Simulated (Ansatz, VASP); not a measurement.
## ZrGa2S2: VASP beside Ansatz

```xyz
5
Lattice="5.0553 0.0000 0.0000 0.0000 5.0553 0.0000 0.0000 0.0000 5.4127" Properties=species:S:1:pos:R:3 pbc="T T T"
Zr    0.0000    0.0000    0.0000
Ga    2.5277    2.5277    1.3592
Ga    2.5277    2.5277    4.0534
S     2.5277    0.0000    0.0000
S     0.0000    2.5277    0.0000
```

Alike in both runs: functional PBE; k mesh 4 × 4 × 4; occupations gaussian, width 0.1 eV; no spin polarisation.

Ansatz relaxed the structure, and its values are those at the end. VASP's run is a single point on that final structure, the one shown.

```csv
,VASP,Ansatz
version,VASP 6.6.1,Ansatz 0.2.0
potentials or method,"VASP PAW PBE potentials, release 64 (Zr_sv, Ga_d, S), cutoff 520 eV","scalar-relativistic, plane waves, PAW"
valence electrons in the cell,50,50
```

|  | VASP | Ansatz | Ansatz less VASP |
| --- | --- | --- | --- |
| gap on the k mesh at the Fermi level (eV) | none | none | - |
| pressure (GPa) | 0.2 | 0.2 | -0.03 |

A gap of «none» marks a metal or a gap that the smearing closes.
